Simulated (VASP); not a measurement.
Crystal: BAs.

```xyz
2
Lattice="0.0000 2.4043 2.4043 2.4043 0.0000 2.4043 2.4043 2.4043 0.0000" Properties=species:S:1:pos:R:3 pbc="T T T"
As    3.6065    3.6065    3.6065
B     0.0000    0.0000    0.0000
```

Base run:

* Program: VASP 6.6.1
* Functional: PBE
* Potentials or basis: VASP PAW PBE potentials, release 64 (As, B)
* Cutoff: 520 eV
* k mesh: 10 × 10 × 10
* Occupations: fermi-dirac, width 0.05 eV
* Spin: no spin polarisation

Its results: band gap on the k mesh 1.20 eV, indirect (least direct gap 3.25 eV); pressure 0.6 GPa.

**Question.** After a change of settings the same cell gave: band gap on the k mesh 1.42 eV, indirect (least direct gap 3.33 eV); pressure 14.8 GPa. Which change was it?
A. functional from PBE to RPBE; further incar settings from ALGO = Normal; EDIFF = 1e-06; NBANDS = 11 to ALGO = Normal; EDIFF = 1e-07; NBANDS = 11
B. functional from PBE to PBE exchange alone
C. functional from PBE to r2SCAN; dispersion from none to rVV10
D. functional from PBE to BLYP; dispersion from none to D4

**Answer.** B.
